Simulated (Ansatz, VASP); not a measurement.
## PbSe: VASP beside Ansatz

```xyz
2
Lattice="0.0000 3.0887 3.0887 3.0887 0.0000 3.0887 3.0887 3.0887 0.0000" Properties=species:S:1:pos:R:3 pbc="T T T"
Pb    0.0000    0.0000    0.0000
Se    3.0887    3.0887    3.0887
```

Alike in both runs: task single point; functional HSE06; k mesh 4 × 4 × 4; no spin polarisation.

```csv
,VASP,Ansatz
version,VASP 6.6.1,Ansatz 0.2.0
potentials or method,"VASP PAW PBE potentials, release 64 (Pb_d, Se)","plane waves, PAW"
plane-wave cutoff (eV),520,420
occupations,"gaussian, width 0.01 eV",fixed
valence electrons in the cell,20,30
```

|  | VASP | Ansatz | Ansatz less VASP |
| --- | --- | --- | --- |
| gap on the k mesh at the Fermi level (eV) | 0.81 | 0.80 | -0.013 |
| pressure (GPa) | -0.2 | -0.1 | +0.09 |

VASP's potentials hold 20 valence electrons a cell and Ansatz's 30, so a difference there can come from the potentials and not from the codes. Ansatz's warnings: stress exchange threshold loose, stress scf threshold loose.

The k mesh is coarse, so the values compare programs but aren't converged. Spin-orbit coupling is off throughout.
